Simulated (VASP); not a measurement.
Set up this calculation in VASP 6.6.1, as the native input.

- Task: single point
- Functional: PBEsol
- Potentials or basis: VASP PAW PBE potentials, release 64 (Al, N)
- Cutoff: 520 eV
- k mesh: 10 × 10 × 10
- Occupations: fermi-dirac, width 0.05 eV
- Spin: no spin polarisation
- Dipole correction: no
- Further INCAR settings: ALGO = Normal; EDIFF = 1e-07; NBANDS = 11

The structure of AlN lies in POSCAR:

```
AlN
1.0
    0.0000000000      2.1032446754      2.1032446754
    2.1032446754      0.0000000000      2.1032446754
    2.1032446754      2.1032446754      0.0000000000
Al N
1 1
Direct
    0.0000000000      0.0000000000      0.0000000000
    0.2500000000      0.2500000000      0.2500000000
```

One way to write it, as run:

INCAR

```
PREC = Accurate ; ENCUT = 520
EDIFF = 1E-7 ; ISMEAR = -1
SIGMA = 0.05 ; LREAL = False
LASPH = True ; NELM = 100
ALGO = Normal ; ISIF = 2
LWAVE = False ; LCHARG = False
GGA = PS ; NBANDS = 11
```

KPOINTS

```
regular mesh
0
Gamma
  10 10 10
```

Potentials or basis: VASP PAW PBE potentials, release 64 (Al, N).

Command:

```bash
$ cat potpaw_PBE.64/Al/POTCAR potpaw_PBE.64/N/POTCAR > POTCAR
$ mpirun -np 1 vasp_std > vasp.out
```

Results of the run:

```json
{
  "Pressure": "30.5 GPa",
  "Band gap on the k mesh": "3.23 eV, indirect (least direct gap 5.14 eV)"
}
```

Caveat: the PAW data sets were made with another functional, which shifts forces and pressure a little.

It took 6.3 s on 1 thread of Intel(R) Xeon(R) Platinum 8559C (Emerald Rapids), on a shared host, peak memory 0.13 GiB.
